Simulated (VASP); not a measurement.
## TiO: single point with r2SCAN

TiO:

```
Ti O
1.0
     0.00000    2.30517    2.30517
     2.30517    0.00000    2.30517
     2.30517    2.30517    0.00000
Ti O
1 1
Cartesian
  0.0000 0.0000 0.0000
  1.1526 1.1526 1.1526
```

- Program: VASP 6.6.1
- Task: single point
- Functional: r2SCAN
- Potentials or basis: VASP PAW PBE potentials, release 64 (Ti_sv, O)
- Cutoff: 520 eV
- k mesh: 16 × 16 × 16
- Occupations: gaussian, width 0.1 eV
- Spin: collinear spin
- Starting moments: [2.5, 0.0] μB

```yaml
Pressure: 1.2 GPa
Net_moment: 0.31 μB per cell
Site_moments: Ti +0.28; O -0.01 μB
Valence_electrons_inside_the_program's_atomic_spheres: Ti 10.26; O 5.10
```

Levels at points of the mesh, in eV from the Fermi level:
Spin up:
| k point | band 6 | band 7 | band 8 | band 9 | band 10 | band 11 | band 12 | band 13 |
| --- | --- | --- | --- | --- | --- | --- | --- | --- |
| (0.00, 0.00, 0.00) | -7.80 | -7.80 | -7.80 | -1.29 | 0.33 | 0.33 | 3.23 | 3.23 |
| (0.50, 0.00, 0.00) | -8.22 | -7.38 | -7.38 | -0.13 | 0.60 | 0.60 | 2.30 | 2.30 |
| (0.50, 0.50, 0.00) | -8.75 | -6.77 | -6.77 | -1.85 | 0.46 | 1.19 | 1.78 | 1.78 |
Spin down:
```tsv
k point	band 5	band 6	band 7	band 8	band 9	band 10	band 11	band 12	band 13	band 14
(0.00, 0.00, 0.00)	-22.85	-7.75	-7.75	-7.75	-1.22	0.86	0.86	3.42	3.42	3.42
(0.50, 0.00, 0.00)	-22.26	-8.18	-7.33	-7.33	0.00	1.11	1.11	2.51	2.51	5.10
(0.50, 0.50, 0.00)	-22.08	-8.66	-6.75	-6.75	-1.75	0.86	1.75	2.02	2.02	6.88
```

Wall time 18 min on 1 thread of Intel Xeon 8259CL, on a shared host, peak memory 0.21 GiB.

Caveat: a moment this small can come from the mesh or the smearing; the PAW data sets were made with another functional, which shifts forces and pressure a little; semilocal functionals often make such compounds metallic where correlation or magnetic order opens a gap, which also shifts bond lengths.
